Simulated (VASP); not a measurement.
Here is a VASP 6.6.1 calculation.

POSCAR

```
HgTe
1.0
    0.0000000000      3.3186207842      3.2857631527
    3.2857631527      0.0000000000      3.2857631527
    3.2857631527      3.3186207842      0.0000000000
Hg Te
1 1
Direct
    0.0000000000      0.0000000000      0.0000000000
    0.7500000000      0.7500000000      0.7500000000
```

File INCAR.step1:

```
PREC = Accurate
ENCUT = 520
ISMEAR = 0
SIGMA = 0.15
LREAL = F
LASPH = T
NELM = 100
NBANDS = 16
GGA = PE
ALGO = Normal
EDIFF = 1E-4
LWAVE = T
LCHARG = F
```

Contents of INCAR.step2:

```
PREC = Accurate
ENCUT = 520
EDIFF = 1E-7
ISMEAR = 0
SIGMA = 0.15
LREAL = F
LASPH = T
NELM = 100
ALGO = Normal
ISIF = 2
LWAVE = F
LCHARG = F
METAGGA = R2SCAN
LMIXTAU = T
NBANDS = 16
ISTART = 1
```

The input KPOINTS:

```
Automatic mesh
0
Gamma
  16 16 16
```

Potentials or basis: VASP PAW PBE potentials, release 64 (Hg, Te).

Launch:

```console
$ cat potpaw_PBE.64/Hg/POTCAR potpaw_PBE.64/Te/POTCAR > POTCAR
$ cp INCAR.step1 INCAR
$ mpirun -np 1 vasp_std > vasp.out
$ cp INCAR.step2 INCAR
$ mpirun -np 1 vasp_std > vasp.out
```

(1) Estimate the pressure.

(2) Predict the band gap on the k mesh.

## Answers

(1) -0.3 GPa.

(2) zero (filled and empty bands touch).

Caveat: the cell differs from its parent crystal (strain +0.0100 x Voigt [0, 1, 0, 0, 0, 0]); semilocal functionals underestimate gaps, and a narrow one can read as zero; the PAW data sets were made with another functional, which shifts forces and pressure a little; spin-orbit coupling is left out, which moves the levels of the heavy elements.
